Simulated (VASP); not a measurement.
# CsCdCl3 (P4/mmm) in VASP: notebook

CsCdCl3 is run at these levels: LDA; tasks: single point.

Program: VASP 6.6.1. These are calculated values, not measurements. Logs are shortened: lines on timing, memory, paths and dates and some standing lists are left out, and cuts for length are marked.

## (1) The cell of the first run

Symmetry: P4/mmm, No. 123, tetragonal system. The conventional cell has a = 5.112 Å, b = 5.112 Å, c = 4.908 Å, α = 90.00°, β = 90.00°, γ = 90.00°. Cs (site symmetry 4/mmm) has 12 Cl at 3.54 to 3.61 Å and 8 Cd at 4.37 Å within 4.7 Å. Within 3.2 Å of Cd (site symmetry 4/mmm) lie 6 Cl at 2.45 to 2.56 Å. Cl (site symmetry mmm) has 2 Cd at 2.56 Å within 3.4 Å. Within 3.2 Å of Cl (site symmetry 4/mmm) lie 2 Cd at 2.45 Å.

## (2) Single point, LDA (strain along c alone, the other axes held: -4.0 %)

Contents of INCAR:

```
PREC = Accurate ; ENCUT = 520
EDIFF = 1E-6 ; ISMEAR = 0
SIGMA = 0.02 ; LREAL = False
LASPH = True ; NELM = 100
ALGO = Normal ; ISIF = 2
LWAVE = False ; LCHARG = False
GGA = CA ; NBANDS = 29
```

Contents of KPOINTS:

```
Automatic mesh
0
Gamma
  6 6 6
```

Contents of POSCAR:

```
CsCdCl3
1.0
    5.1121726469      0.0000000000      0.0000000000
    0.0000000000      5.1121726469      0.0000000000
    0.0000000000      0.0000000000      4.9076857411
Cs Cd Cl
1 1 3
Direct
    0.0000000000      0.0000000000      0.0000000000
    0.5000000000      0.5000000000      0.5000000000
    0.0000000000      0.5000000000      0.5000000000
    0.5000000000      0.0000000000      0.5000000000
    0.5000000000      0.5000000000      0.0000000000
```

Potentials or basis: VASP PAW LDA potentials, release 64 (Cs_sv, Cd, Cl).

On the command line:

```
cat potpaw_LDA.64/Cs_sv/POTCAR potpaw_LDA.64/Cd/POTCAR potpaw_LDA.64/Cl/POTCAR > POTCAR
mpirun -np 1 vasp_std > vasp.out
```

OUTCAR:

```text
PREC = Accurate
   ENCUT = 520
   EDIFF = 1E-6
   ISMEAR = 0
   LREAL = False
   LASPH = True
   NELM = 100
   ISIF = 2
   GGA = CA

 ion  position               nearest neighbor table
   1  0.000  0.000  0.000-
   2  0.500  0.500  0.500-   5 2.45   5 2.45   3 2.56   4 2.56   4 2.56   3 2.56
   3  0.000  0.500  0.500-   2 2.56   2 2.56
   4  0.500  0.000  0.500-   2 2.56   2 2.56
   5  0.500  0.500  0.000-   2 2.45   2 2.45

  LATTYP: Found a simple tetragonal cell.
 ALAT       =     5.1121726469
 C/A-ratio  =     0.9600000000

  Lattice vectors:

 A1 = (   5.1121726469,   0.0000000000,   0.0000000000)
 A2 = (   0.0000000000,   5.1121726469,   0.0000000000)
 A3 = (   0.0000000000,   0.0000000000,   4.9076857411)

Analysis of symmetry for initial positions (statically):
=====================================================================
 Subroutine PRICEL returns:
 Original cell was already a primitive cell.

 Routine SETGRP: Setting up the symmetry group for a
 simple tetragonal supercell.

 Subroutine GETGRP returns: Found 16 space group operations
 (whereof 16 operations were pure point group operations)
 out of a pool of 16 trial point group operations.

The static configuration has the point symmetry D_4h.

Analysis of symmetry for dynamics (positions and initial velocities):
=====================================================================
 Subroutine PRICEL returns:
 Original cell was already a primitive cell.

 Routine SETGRP: Setting up the symmetry group for a
 simple tetragonal supercell.

 Subroutine GETGRP returns: Found 16 space group operations
 (whereof 16 operations were pure point group operations)
 out of a pool of 16 trial point group operations.

The dynamic configuration has the point symmetry D_4h.

 Subroutine INISYM returns: Found 16 space group operations
 (whereof 16 operations are pure point group operations),
 and found     1 'primitive' translations

----------------------------------------------------------------------------------------

                                     Primitive cell

  volume of cell :     128.2590

  direct lattice vectors                    reciprocal lattice vectors
     5.112172647  0.000000000  0.000000000     0.195611547  0.000000000  0.000000000
     0.000000000  5.112172647  0.000000000     0.000000000  0.195611547  0.000000000
     0.000000000  0.000000000  4.907685741     0.000000000  0.000000000  0.203762028

  length of vectors
     5.112172647  5.112172647  4.907685741     0.195611547  0.195611547  0.203762028

  position of ions in fractional coordinates (direct lattice)
     0.000000000  0.000000000  0.000000000
     0.500000000  0.500000000  0.500000000
     0.000000000  0.500000000  0.500000000
     0.500000000  0.000000000  0.500000000
     0.500000000  0.500000000  0.000000000

  ion indices of the primitive-cell ions
   primitive index   ion index
                 1           1
                 2           2
                 3           3
                 4           4
                 5           5

----------------------------------------------------------------------------------------

 KPOINTS: Automatic mesh

Automatic generation of k-mesh.
 Grid dimensions read from file:
 generate k-points for:    6    6    6

 Generating k-lattice:

  Cartesian coordinates                     Fractional coordinates (reciprocal lattice)
     0.032601925  0.000000000  0.000000000     0.166666667  0.000000000  0.000000000
     0.000000000  0.032601925  0.000000000     0.000000000  0.166666667  0.000000000
     0.000000000  0.000000000  0.033960338     0.000000000  0.000000000  0.166666667

  Length of vectors
     0.032601925  0.032601925  0.033960338

  Shift w.r.t. Gamma in fractional coordinates (k-lattice)
     0.000000000  0.000000000  0.000000000

 Subroutine IBZKPT returns following result:
 ===========================================

 Found     40 irreducible k-points:

 Following reciprocal coordinates:
            Coordinates               Weight
  0.000000  0.000000  0.000000      1.000000
  0.166667  0.000000  0.000000      4.000000
  0.333333  0.000000  0.000000      4.000000
  0.500000  0.000000  0.000000      2.000000
  0.166667  0.166667  0.000000      4.000000
  0.333333  0.166667  0.000000      8.000000
[... 16 lines left out ...]
  0.333333  0.000000  0.333333      8.000000
  0.500000  0.000000  0.333333      4.000000
 [... further k-points ...]
   k-points           NKPTS =     40   k-points in BZ     NKDIM =     40   number of bands    NBANDS=     29
   number of dos      NEDOS =    301   number of ions     NIONS =      5
   total plane-waves  NPLWV =  64000
   dimension x,y,z NGX =    40 NGY =   40 NGZ =   40
   dimension x,y,z NGXF=    80 NGYF=   80 NGZF=   80
   ions per type =               1   1   3
   NGX,Y,Z   is equivalent  to a cutoff of  13.01, 13.01, 13.55 a.u.
   NGXF,Y,Z  is equivalent  to a cutoff of  26.02, 26.02, 27.10 a.u.
 SYSTEM =  unknown system
   PREC   = accura    normal or accurate (medium, high low for compatibility)
   ISTART =      0    job   : 0-new  1-cont  2-samecut
   ICHARG =      2    charge: 1-file 2-atom 10-const
   ISPIN  =      1    spin polarized calculation?
   LNONCOLLINEAR =      F non collinear calculations
   LSORBIT =      F    spin-orbit coupling
   LASPH  =      T    aspherical Exc in radial PAW
   ENCUT  =  520.0 eV  38.22 Ry    6.18 a.u.   9.51  9.51  9.13*2*pi/ulx,y,z
   NELM   =    100;   NELMIN=  2; NELMDL= -5     # of ELM steps
   EDIFF  = 0.1E-05   stopping-criterion for ELM
   LREAL  =      F    real-space projection
   EDIFFG = 0.1E-04   stopping-criterion for IOM
   NSW    =      0    number of steps for IOM
   IBRION =     -1    ionic relax: 0-MD 1-quasi-New 2-CG
   NFREE  =      0    steps in history (QN), initial steepest desc. (CG)
   ISIF   =      2    stress and relaxation
   ISYM   =      2    0-nonsym 1-usesym 2-fastsym
   POTIM  = 0.5000    time-step for ionic-motion
   TEBEG  =    0.0;   TEEND  =   0.0 temperature during run
   PSTRESS=    0.0 pullay stress
   NELECT =      42.0000    total number of electrons
   NUPDOWN=      -1.0000    fix difference up-down
   EMIN   =  10.00;   EMAX   =-10.00  energy-range for DOS
   EFERMI =   0.00;   METHOD = LEGACY
   ISMEAR =     0;   SIGMA  =   0.02  broadening in eV -4-tet -1-fermi 0-gaus
   EFERMI_NEDOS =   21; number of points for ismear=-14 and -15
   IALGO  =     38    algorithm
   IMIX   =      4    mixing-type and parameters
     AMIX     =   0.40;   BMIX     =  1.00
     AMIX_MAG =   1.60;   BMIX_MAG =  1.00
  volume/ion in A,a.u.               =      25.65       173.11
  Fermi-wavevector in a.u.,A,eV,Ry     =   1.128397  2.132362 17.324030  1.273280
  Thomas-Fermi vector in A             =   2.265087
   LORBIT       =      0    0 simple, 1 ext, 2 COOP (PROOUT), +10 PAW based schemes
   GGA     = CA    functional components
   LHFCALC =     F    Hartree Fock is set to
   AEXX    =    0.0000 exact exchange contribution
   IVDW    =     0    specifies the selected vdW correction
   LEPSILON=     F    determine dielectric tensor
   LRPA    =     F    only Hartree local field effects (RPA)
 non-spin polarized calculation
 Gauss-broadening in eV      SIGMA  =   0.02
  energy-cutoff  :      520.00
  volume of cell :      128.26
 maximum number of plane-waves:      3482
 NGX is ok and might be reduce to    40
   NGX = 19   NGY = 19   NGZ = 19

 number of electron      42.0000004 magnetization

 Free energy of the ion-electron system (eV)
  ---------------------------------------------------
  ext. energy  EPLUGINS =         0.00000000
  ---------------------------------------------------
  free energy    TOTEN  =       -16.76395606 eV

  energy without entropy =      -16.76395606  energy(sigma->0) =      -16.76395606

 E-fermi :   1.0908     XC(G=0):  -9.5564

 val. band max:        0.9289448307   @ k =   0.5000   0.5000   0.5000
 cond. band min:       2.5070924974   @ k =   0.0000   0.0000   0.0000
 fundamental gap:      1.5781476667
 Fermi energy:         1.0907687208

 k-point     1 :       0.0000    0.0000    0.0000
  band No.  band energies     occupation
      1     -18.2893      2.00000
      2     -13.3677      2.00000
      3     -12.6860      2.00000
      4     -12.5470      2.00000
      5      -6.0178      2.00000
      6      -6.0178      2.00000
[... 21 lines left out ...]
     28       7.7847      0.00000
     29      11.8293      0.00000

 k-point     2 :       0.1667    0.0000    0.0000
  band No.  band energies     occupation
      1     -18.2852      2.00000
      2     -13.3448      2.00000
      3     -12.6774      2.00000
      4     -12.5570      2.00000
      5      -6.0406      2.00000
      6      -6.0174      2.00000
[... 21 lines left out ...]
     28       8.1160      0.00000
     29      11.2984      0.00000

 k-point     3 :       0.3333    0.0000    0.0000
  band No.  band energies     occupation
      1     -18.2770      2.00000
      2     -13.3006      2.00000
      3     -12.6537      2.00000
      4     -12.5789      2.00000
      5      -6.3638      2.00000
      6      -6.0819      2.00000
[... 21 lines left out ...]
     28       8.9680      0.00000
     29      10.3270      0.00000

 k-point     4 :       0.5000    0.0000    0.0000
  band No.  band energies     occupation
      1     -18.2728      2.00000
      2     -13.2797      2.00000
      3     -12.6343      2.00000
      4     -12.5948      2.00000
      5      -6.5570      2.00000
      6      -6.1008      2.00000
[... 21 lines left out ...]
     28       9.3538      0.00000
     29       9.6675      0.00000

 k-point     5 :       0.1667    0.1667    0.0000
  band No.  band energies     occupation
      1     -18.2814      2.00000
      2     -13.3189      2.00000
      3     -12.6694      2.00000
      4     -12.5667      2.00000
      5      -6.0446      2.00000
      6      -6.0314      2.00000
[... 21 lines left out ...]
     28       8.2262      0.00000
     29      10.9502      0.00000
[... 510 lines left out ...]
     28       8.9534      0.00000
     29      10.3817      0.00000

 k-point    22 :       0.1667    0.0000    0.3333
  band No.  band energies     occupation
      1     -18.2697      2.00000
      2     -13.1135      2.00000
      3     -12.7795      2.00000
      4     -12.5469      2.00000
      5      -6.6256      2.00000
      6      -6.1260      2.00000
[... 21 lines left out ...]
     28       9.2174      0.00000
     29      10.1248      0.00000

 k-point    23 :       0.3333    0.0000    0.3333
  band No.  band energies     occupation
      1     -18.2635      2.00000
      2     -13.0539      2.00000
      3     -12.7393      2.00000
      4     -12.5771      2.00000
      5      -6.6757      2.00000
      6      -6.1901      2.00000
[... 21 lines left out ...]
     28       9.1548      0.00000
     29       9.4352      0.00000

 k-point    24 :       0.5000    0.0000    0.3333
  band No.  band energies     occupation
      1     -18.2604      2.00000
      2     -13.0285      2.00000
      3     -12.6938      2.00000
      4     -12.6116      2.00000
      5      -6.7335      2.00000
      6      -6.3130      2.00000
[... 21 lines left out ...]
     28       9.4481      0.00000
     29       9.5298      0.00000

 [... further k-points ...]

------------------------ aborting loop because EDIFF is reached ----------------------------------------

  FORCE on cell =-STRESS in cart. coord.  units (eV):
  Direction    XX          YY          ZZ          XY          YZ          ZX
  --------------------------------------------------------------------------------------
  -------------------------------------------------------------------------------------
  Total        1.1945163      1.1945163      3.4621533      0.0000000     -0.0000000      0.0000000
  in kB       14.9215823     14.9215823     43.2483065      0.0000000     -0.0000000      0.0000000
  external PRESSURE =      24.3638237 kB  Pullay stress =       0.0000000 kB

 VOLUME and BASIS-vectors are now :
 -----------------------------------------------------------------------------
  energy-cutoff  :      520.00
  volume of cell :      128.26
      direct lattice vectors                 reciprocal lattice vectors
     5.112172647  0.000000000  0.000000000     0.195611547  0.000000000  0.000000000
     0.000000000  5.112172647  0.000000000     0.000000000  0.195611547  0.000000000
     0.000000000  0.000000000  4.907685741     0.000000000  0.000000000  0.203762028

 POSITION                                       TOTAL-FORCE (eV/Angst)
 -----------------------------------------------------------------------------------
      0.00000      0.00000      0.00000         0.000000      0.000000      0.000000
      2.55609      2.55609      2.45384         0.000000      0.000000      0.000000
      0.00000      2.55609      2.45384         0.000000      0.000000      0.000000
      2.55609      0.00000      2.45384         0.000000      0.000000      0.000000
      2.55609      2.55609      0.00000         0.000000      0.000000      0.000000
 -----------------------------------------------------------------------------------
    total drift:                                0.000000      0.000000     -0.000000

  FREE ENERGIE OF THE ION-ELECTRON SYSTEM (eV)
  ---------------------------------------------------
  free  energy   TOTEN  =       -16.7639560644 eV

  energy  without entropy=      -16.7639560644  energy(sigma->0) =      -16.76395606
```

Wall time 3.5 min (1 thread of Oxide Virtual Turin-like, shared host); peak memory 0.26 GiB.

Results:

* Free energy: -16.7640 eV
* Pressure: 2.4 GPa
* Band gap on the k mesh: 1.58 eV (least direct gap 2.53 eV)

Stress tensor (GPa, compression positive):
```
1.49 0.00 0.00
0.00 1.49 0.00
0.00 0.00 4.32
```

Levels at points of the mesh, in eV from the valence-band top:
```tsv
k point	band 18	band 19	band 20	band 21	band 22	band 23	band 24	band 25
(0.00, 0.00, 0.00)	-1.35	-0.96	-0.95	-0.95	1.58	5.33	5.44	5.50
(0.50, 0.00, 0.00)	-1.33	-1.31	-1.30	-1.29	4.41	6.73	6.84	7.42
(0.50, 0.50, 0.00)	-1.57	-1.57	-0.72	-0.24	6.31	6.96	6.96	7.39
(0.00, 0.00, 0.50)	-1.44	-1.44	-1.32	-1.32	4.90	6.90	7.20	7.32
(0.50, 0.00, 0.50)	-1.44	-1.43	-0.67	-0.07	6.68	6.80	7.27	7.46
(0.50, 0.50, 0.50)	-0.64	-0.64	-0.22	0.00	5.35	5.35	5.57	7.06
```

Caveat: the cell differs from its parent crystal (strain along c alone, the other axes held: -4.0 %); spin-orbit coupling is left out, which moves the levels of the heavy elements. A k mesh can miss the band edges.

(Continued in part 2 of 2.)
